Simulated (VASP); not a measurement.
Wanted: the native input for a VASP 6.6.1 run.

| Quantity | Value |
| --- | --- |
| Task | single point |
| Functional | PBEsol |
| Potentials or basis | VASP PAW PBE potentials, release 64 (Pt) |
| Cutoff | 520 eV |
| k mesh | 15 × 15 × 4 |
| Occupations | fermi-dirac, width 0.1 eV |
| Spin | no spin polarisation |
| Dipole correction | no |
| Further INCAR settings | ALGO = Normal; EDIFF = 1e-06; NBANDS = 28 |

The structure of Pt lies in POSCAR:

```
Pt
1.0
    2.7912460746      0.0000000000      0.0000000000
   -1.3956230373      2.4172900088      0.0000000000
    0.0000000000      0.0000000000      9.3078028147
Pt
4
Direct
    1.0000000000      0.0000000000      0.0000000000
    1.0000000000      0.0000000000      0.5000000000
    0.3333333333      0.6666666667      0.2500000000
    0.6666666667      0.3333333333      0.7500000000
```

This cell differs from its parent crystal: volume scaled by 1.04.

One way to write it, as run:

INCAR

```
SYSTEM = Pt
  ALGO = Normal
  EDIFF = 1E-6
  ENCUT = 520
  GGA = PS
  ISIF = 2
  ISMEAR = -1
  LASPH = .TRUE.
  LCHARG = .FALSE.
  LREAL = .FALSE.
  LWAVE = .FALSE.
  NBANDS = 28
  NELM = 80
  PREC = Accurate
  SIGMA = 0.1
```

KPOINTS

```
k-points
0
G
  15 15 4
  0 0 0
```

Potentials or basis: VASP PAW PBE potentials, release 64 (Pt).

The run is started by

```bash
$ cat potpaw_PBE.64/Pt/POTCAR > POTCAR
$ mpirun -np 1 vasp_std > vasp.out
```

It gave:

- Pressure: -10.4 GPa
- Band gap on the k mesh: zero (band 20 reaches 10.70 eV, above the bottom of band 21 at 9.44 eV)

Caveat: the PAW data sets were made with another functional, which shifts forces and pressure a little; spin-orbit coupling is left out, which moves the levels of the heavy elements.

It took 50 s on 1 thread of Intel(R) Xeon(R) 6975P-C (Granite Rapids), with other jobs on the host, peak memory 0.25 GiB.
